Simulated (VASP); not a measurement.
# SnS (Pnma) in VASP: single point with PBE

Aim: the single point of SnS with PBE.

All numbers are computed with VASP 6.6.1; they aren't measurements. Logs are shortened: lines on timing, memory, paths and dates and some standing lists are left out, and cuts for length are marked.

### 1 The cell of the first run

It takes space group Pnma (No. 62, orthorhombic). Conventional cell: a = 11.200 Å, b = 3.987 Å, c = 4.334 Å, α = 90.00°, β = 90.00°, γ = 90.00°. Sn (site symmetry m) has 6 S at 2.63 to 3.39 Å and 2 Sn at 3.49 Å within 3.5 Å. Within 3.5 Å of S (site symmetry m) lie 6 Sn at 2.63 to 3.39 Å.

### 2 Single point, PBE

INCAR

```
PREC     = Accurate       # precision mode
ENCUT    = 500            # plane-wave cutoff, eV
EDIFF    = 1E-6           # SCF threshold, eV
ISMEAR   = 0              # smearing method
SIGMA    = 0.01           # smearing width, eV
LREAL    = False          # projectors in reciprocal space
LASPH    = True           # aspherical terms in the spheres
NELM     = 120            # most SCF steps
ALGO     = Normal         # electronic algorithm
ISIF     = 2              # what is computed and relaxed
LWAVE    = False          # write WAVECAR
LCHARG   = True           # write CHGCAR
GGA      = PE             # functional
LELF     = True           # ELF
LVHAR    = True         
NBANDS   = 50             # bands
GGA_COMPAT= False
```

KPOINTS

```
regular mesh
0
Gamma
  3 8 8
```

POSCAR

```
SnS
1.0
   11.2000000000      0.0000000000      0.0000000000
    0.0000000000      3.9870000000      0.0000000000
    0.0000000000      0.0000000000      4.3340000000
Sn S
4 4
Direct
    0.1194000000      0.2500000000      0.1198000000
    0.3806000000      0.7500000000      0.6198000000
    0.6194000000      0.2500000000      0.3802000000
    0.8806000000      0.7500000000      0.8802000000
    0.8508000000      0.2500000000      0.4793000000
    0.6492000000      0.7500000000      0.9793000000
    0.3508000000      0.2500000000      0.0207000000
    0.1492000000      0.7500000000      0.5207000000
```

Potentials or basis: VASP PAW PBE potentials, release 64 (Sn_d, S).

Started as:

```console
$ cat potpaw_PBE.64/Sn_d/POTCAR potpaw_PBE.64/S/POTCAR > POTCAR
$ mpirun -np 1 vasp_std > vasp.out
```

OUTCAR:

```text
PREC = Accurate
   ENCUT = 500
   EDIFF = 1E-6
   ISMEAR = 0
   LREAL = False
   LASPH = True
   NELM = 120
   ISIF = 2
   GGA = PE

 ion  position               nearest neighbor table
   1  0.119  0.250  0.120-   7 2.63   8 2.67   8 2.67   4 3.49   4 3.49
   2  0.381  0.750  0.620-   8 2.63   7 2.67   7 2.67   3 3.49   3 3.49
   3  0.619  0.250  0.380-   5 2.63   6 2.67   6 2.67   2 3.49   2 3.49
   4  0.881  0.750  0.880-   6 2.63   5 2.67   5 2.67   1 3.49   1 3.49
   5  0.851  0.250  0.479-   3 2.63   4 2.67   4 2.67
   6  0.649  0.750  0.979-   4 2.63   3 2.67   3 2.67
   7  0.351  0.250  0.021-   1 2.63   2 2.67   2 2.67
   8  0.149  0.750  0.521-   2 2.63   1 2.67   1 2.67

  LATTYP: Found a simple orthorhombic cell.
 ALAT       =     3.9870000000
 B/A-ratio  =     1.0870328568
 C/A-ratio  =     2.8091296714

  Lattice vectors:

 A1 = (   0.0000000000,   3.9870000000,   0.0000000000)
 A2 = (   0.0000000000,   0.0000000000,   4.3340000000)
 A3 = (  11.2000000000,   0.0000000000,   0.0000000000)

Analysis of symmetry for initial positions (statically):
=====================================================================
 Subroutine PRICEL returns:
 Original cell was already a primitive cell.

 Routine SETGRP: Setting up the symmetry group for a
 simple orthorhombic supercell.

 Subroutine GETGRP returns: Found  8 space group operations
 (whereof  2 operations were pure point group operations)
 out of a pool of  8 trial point group operations.

The static configuration has the point symmetry S_2 .
 The point group associated with its full space group is D_2h.

Analysis of symmetry for dynamics (positions and initial velocities):
=====================================================================
 Subroutine PRICEL returns:
 Original cell was already a primitive cell.

 Routine SETGRP: Setting up the symmetry group for a
 simple orthorhombic supercell.

 Subroutine GETGRP returns: Found  8 space group operations
 (whereof  2 operations were pure point group operations)
 out of a pool of  8 trial point group operations.

The dynamic configuration has the point symmetry S_2 .
 The point group associated with its full space group is D_2h.

 Subroutine INISYM returns: Found  8 space group operations
 (whereof  2 operations are pure point group operations),
 and found     1 'primitive' translations

[... 109 lines left out ...]
   NSW    =      0    number of steps for IOM
   IBRION =     -1    ionic relax: 0-MD 1-quasi-New 2-CG
   NFREE  =      0    steps in history (QN), initial steepest desc. (CG)
   ISIF   =      2    stress and relaxation
   ISYM   =      2    0-nonsym 1-usesym 2-fastsym
   POTIM  = 0.5000    time-step for ionic-motion
   TEBEG  =    0.0;   TEEND  =   0.0 temperature during run
   PSTRESS=    0.0 pullay stress
   NELECT =      80.0000    total number of electrons
   NUPDOWN=      -1.0000    fix difference up-down
   EMIN   =  10.00;   EMAX   =-10.00  energy-range for DOS
   EFERMI =   0.00;   METHOD = LEGACY
   ISMEAR =     0;   SIGMA  =   0.01  broadening in eV -4-tet -1-fermi 0-gaus
   EFERMI_NEDOS =   21; number of points for ismear=-14 and -15
   IALGO  =     38    algorithm
   IMIX   =      4    mixing-type and parameters
     AMIX     =   0.40;   BMIX     =  1.00
     AMIX_MAG =   1.60;   BMIX_MAG =  1.00
  volume/ion in A,a.u.               =      24.19       163.25
  Fermi-wavevector in a.u.,A,eV,Ry     =   1.219515  2.304549 20.234810  1.487217
  Thomas-Fermi vector in A             =   2.354764
   LORBIT       =      0    0 simple, 1 ext, 2 COOP (PROOUT), +10 PAW based schemes
   GGA     = PE    functional components
   LHFCALC =     F    Hartree Fock is set to
   AEXX    =    0.0000 exact exchange contribution
   IVDW    =     0    specifies the selected vdW correction
   LEPSILON=     F    determine dielectric tensor
   LRPA    =     F    only Hartree local field effects (RPA)
 non-spin polarized calculation
 Gauss-broadening in eV      SIGMA  =   0.01
  energy-cutoff  :      500.00
  volume of cell :      193.53
 maximum number of plane-waves:      4936
 NGX is ok and might be reduce to    84
   NGX = 41   NGY = 15   NGZ = 15

 number of electron      80.0000033 magnetization

 Free energy of the ion-electron system (eV)
  ---------------------------------------------------
  ext. energy  EPLUGINS =         0.00000000
  ---------------------------------------------------
  free energy    TOTEN  =       -35.39469909 eV

  energy without entropy =      -35.39469909  energy(sigma->0) =      -35.39469909

 E-fermi :   6.2449     XC(G=0):  -9.8468

 val. band max:        6.1603261711   @ k =   0.3333   0.0000   0.5000
 cond. band min:       7.1487807405   @ k =   0.0000   0.0000   0.0000
 fundamental gap:      0.9884545694
 Fermi energy:         6.2449379640

 k-point     1 :       0.0000    0.0000    0.0000
  band No.  band energies     occupation
      1     -15.0803      2.00000
      2     -15.0640      2.00000
      3     -15.0591      2.00000
      4     -15.0528      2.00000
      5     -15.0489      2.00000
      6     -15.0435      2.00000
[... 1261 lines left out ...]
     49      10.6620      0.00000
     50      10.8128      0.00000

 [... further k-points ...]

------------------------ aborting loop because EDIFF is reached ----------------------------------------

  FORCE on cell =-STRESS in cart. coord.  units (eV):
  Direction    XX          YY          ZZ          XY          YZ          ZX
  --------------------------------------------------------------------------------------
  -------------------------------------------------------------------------------------
  Total        2.9098903      2.6909600      2.5581169      0.0000000      0.0000000      0.0000000
  in kB       24.0898464     22.2774078     21.1776516      0.0000000      0.0000000      0.0000000
  external PRESSURE =      22.5149686 kB  Pullay stress =       0.0000000 kB

 VOLUME and BASIS-vectors are now :
 -----------------------------------------------------------------------------
  energy-cutoff  :      500.00
  volume of cell :      193.53
      direct lattice vectors                 reciprocal lattice vectors
    11.200000000  0.000000000  0.000000000     0.089285714  0.000000000  0.000000000
     0.000000000  3.987000000  0.000000000     0.000000000  0.250815149  0.000000000
     0.000000000  0.000000000  4.334000000     0.000000000  0.000000000  0.230733733

 POSITION                                       TOTAL-FORCE (eV/Angst)
 -----------------------------------------------------------------------------------
      1.33728      0.99675      0.51921        -0.115075     -0.000000     -0.076179
      4.26272      2.99025      2.68621         0.115075     -0.000000     -0.076179
      6.93728      0.99675      1.64779        -0.115075      0.000000      0.076179
      9.86272      2.99025      3.81479         0.115075     -0.000000      0.076179
      9.52896      0.99675      2.07729         0.102008      0.000000     -0.077199
      7.27104      2.99025      4.24429        -0.102008      0.000000     -0.077199
      3.92896      0.99675      0.08971         0.102008      0.000000      0.077199
      1.67104      2.99025      2.25671        -0.102008      0.000000      0.077199
 -----------------------------------------------------------------------------------
    total drift:                                0.000000     -0.000000      0.000000

  FREE ENERGIE OF THE ION-ELECTRON SYSTEM (eV)
  ---------------------------------------------------
  free  energy   TOTEN  =       -35.3946990887 eV

  energy  without entropy=      -35.3946990887  energy(sigma->0) =      -35.39469909
```

stdout:

```text
POSCAR found type information on POSCAR SnS
 POSCAR found :  2 types and       8 ions
 scaLAPACK will be used
 LDA part: xc-table for (Slater+PW92), standard interpolation
 POSCAR, INCAR and KPOINTS ok, starting setup
 FFT: planning ... GRIDC
 FFT: planning ... GRID_SOFT
 FFT: planning ... GRID
 WAVECAR not read
 entering main loop
```

It took 6.1 min on 1 thread of Intel Xeon Platinum 8375C at 2.90GHz (Ice Lake), shared host; peak memory 0.47 GiB.

What came out:

```yaml
Free_energy: -35.3947 eV
Pressure: 2.3 GPa
Largest_force: 0.138 eV/Å
Band_gap_on_the_k_mesh: 0.99 eV (least direct gap 1.32 eV)
```

Forces on the atoms (eV/Å):
```
Sn  -0.115  0.000 -0.076
Sn   0.115  0.000 -0.076
Sn  -0.115  0.000  0.076
Sn   0.115  0.000  0.076
S    0.102  0.000 -0.077
S   -0.102  0.000 -0.077
S    0.102  0.000  0.077
S   -0.102  0.000  0.077
```

Stress tensor (GPa, compression positive):
```
2.41 0.00 0.00
0.00 2.23 0.00
0.00 0.00 2.12
```

Caveat: spin-orbit coupling is left out, which moves the levels of the heavy elements; an odd mesh through Γ misses points on the zone boundary, where band edges can lie.
